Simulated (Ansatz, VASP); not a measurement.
## Two plane-wave programs on BeTl3

```
CELL_PARAMETERS angstrom
4.70850 0.00000 0.00000
0.00000 4.70850 0.00000
0.00000 0.00000 4.70850
ATOMIC_POSITIONS crystal
Be 0.00000 0.00000 0.00000
Tl 0.00000 0.50000 0.50000
Tl 0.50000 0.00000 0.50000
Tl 0.50000 0.50000 0.00000
```

Alike in both runs: functional PBE; k mesh 10 × 10 × 10; occupations gaussian, width 0.1 eV; no spin polarisation.

Ansatz relaxed the structure, and its values are those at the end. VASP's run is a single point on that final structure, the one shown.

```csv
,VASP,Ansatz
version,VASP 6.6.1,Ansatz 0.2.0
potentials or method,"VASP PAW PBE potentials, release 64 (Be, Tl_d), cutoff 520 eV","scalar-relativistic, plane waves, PAW"
valence electrons in the cell,41,41
```

```tsv
	VASP	Ansatz	Ansatz less VASP
gap on the k mesh at the Fermi level (eV)	none	none	-
pressure (GPa)	0.0	0.0	+0.05
```

A gap of «none» marks a metal or a gap that the smearing closes. The functional is the same, so the differences come from potentials, cutoffs and numerics.

Neither program's run includes spin-orbit coupling.
